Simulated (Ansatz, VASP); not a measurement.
## One calculation of KTaO3, two programs

```
CELL_PARAMETERS angstrom
3.93440 0.00000 0.00000
0.00000 3.93440 0.00000
0.00000 0.00000 3.93440
ATOMIC_POSITIONS crystal
K 0.50000 0.50000 0.50000
Ta 0.00000 0.00000 0.00000
O 0.50000 0.00000 0.00000
O 0.00000 0.50000 0.00000
O 0.00000 0.00000 0.50000
```

Change from the starting cell: volume scaled by 0.96.

Alike in both runs: task single point; functional LDA; k mesh 5 × 5 × 5; occupations fermi-dirac, width 0.01 eV; no spin polarisation.

```csv
,VASP,Ansatz
version,VASP 6.6.1,Ansatz 0.2.0
potentials or method,"VASP PAW LDA potentials, release 64 (K_sv, Ta_pv, O), cutoff 520 eV","all-electron LAPW, scalar-relativistic"
```

```csv
,VASP,Ansatz,Ansatz less VASP
gap on the k mesh at the Fermi level (eV),2.22,2.28,+0.058
pressure (GPa),4.4,3.1,-1.39
```

LDA's correlation is that of Perdew and Zunger in VASP and of Perdew and Wang (1992) in Ansatz. Ansatz ran all-electron here, and VASP with PAW potentials.

Spin-orbit coupling is off throughout.
